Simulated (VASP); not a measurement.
Runs of VASP 6.6.1 on Pd. The structure is that of space group Im-3m (No. 229), or close to it. The cells are those of the table. This isn't the form of Pd at room conditions, which is fcc.

```tsv
task	cell	k mesh	gap on the mesh (eV)	pressure (GPa)
relaxation of cell and atoms	relaxed from a = 2.674 Å, angles 109.5°, 1 atom	14 × 14 × 14	none	0.0
single point	a = 2.738 Å, angles 109.5°, 1 atom	16 × 16 × 16	none	-0.3
single point	a = 2.738 Å, angles 109.5°, 1 atom	23 × 23 × 23	none	-0.3
single point	a = 2.810 Å, angles 109.5°, 1 atom	16 × 16 × 16	none	-9.3
single point	a = 2.624 Å, angles 109.5°, 1 atom	16 × 16 × 16	none	(a)
single point	a = 2.701 Å, angles 109.5°, 1 atom	16 × 16 × 16	none	6.4
single point	a = 2.738 Å, angles 109.5°, 1 atom	14 × 14 × 14	none	-0.2
single point	a = 2.663 Å, angles 109.5°, 1 atom	16 × 16 × 16	none	(b)
```

Alike in all rows: level revPBE; potentials or basis VASP PAW PBE potentials, release 64 (Pd); no spin polarisation; cutoff (eV) 500; smearing fermi-dirac 0.1 eV.

Q: Fill in the values left out.

A: (a) 26.4; (b) 15.1.

Caveats: the PAW data sets were made with another functional, which shifts forces and pressure a little; the cell stands under pressure (at least some runs); the cell stands under tension (at least some runs).

A k mesh can miss the band edges, and the runs leave out spin-orbit coupling on Pd.

A gap of «none» marks levels without a gap at the run's occupations.
